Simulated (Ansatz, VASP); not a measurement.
## Two plane-wave programs on Sc2In

```
CELL_PARAMETERS angstrom
4.95175 0.00000 0.00000
-2.47587 4.28834 0.00000
0.00000 0.00000 6.18817
ATOMIC_POSITIONS crystal
Sc 0.00000 0.00000 0.00000
Sc 0.00000 0.00000 0.50000
Sc 0.33333 0.66667 0.75000
Sc 0.66667 0.33333 0.25000
In 0.33333 0.66667 0.25000
In 0.66667 0.33333 0.75000
```

Alike in both runs: task single point; functional LDA; k mesh 5 × 5 × 4; no spin polarisation.

|  | VASP | Ansatz |
| --- | --- | --- |
| version | VASP 6.6.1 | Ansatz 0.2.0 |
| potentials or method | VASP PAW LDA potentials, release 64 (Sc_sv, In_d), cutoff 520 eV | plane waves, PAW |
| occupations | methfessel-paxton of order 1, width 0.1 eV | cold, width 0.1 eV |
| valence electrons in the cell | 70 | 70 |

```tsv
	VASP	Ansatz	Ansatz less VASP
pressure (GPa)	-1.5	-1.7	-0.19
traceless stress, the component that is largest in VASP (GPa)	-0.35	-0.29	+0.056
```

LDA's correlation is that of Perdew and Zunger in VASP and of Perdew and Wang (1992) in Ansatz.
